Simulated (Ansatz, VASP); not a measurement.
**Sn4C: VASP beside Ansatz**

```
CELL_PARAMETERS angstrom
-3.20444 3.20444 3.20444
3.20444 -3.20444 3.20444
3.20444 3.20444 -3.20444
ATOMIC_POSITIONS crystal
Sn 0.39828 0.39828 0.39828
Sn 0.60172 0.00000 0.00000
Sn 0.00000 0.00000 0.60172
Sn 0.00000 0.60172 0.00000
C 0.00000 0.00000 0.00000
```

Change from the starting cell: species swapped into the GeF4 type (I-43m, No. 217).

Alike in both runs: functional PBE; k mesh 8 × 8 × 8; occupations gaussian, width 0.1 eV; no spin polarisation.

Ansatz relaxed the structure, and its values are those at the end. VASP's run is a single point on that final structure, the one shown.

|  | VASP | Ansatz |
| --- | --- | --- |
| version | VASP 6.6.1 | Ansatz 0.2.0 |
| potentials or method | VASP PAW PBE potentials, release 64 (Sn_d, C), cutoff 520 eV | scalar-relativistic, plane waves, PAW |
| valence electrons in the cell | 60 | 60 |

VASP gave:

- gap on the k mesh at the Fermi level (eV): none
- pressure (GPa): -0.1

Which values does Ansatz return?

gap on the k mesh at the Fermi level (eV): none; pressure (GPa): 0.0.

A gap of «none» marks a metal or a gap that the smearing closes. With one functional, cell and mesh, what is left measures potentials, basis and numerics.
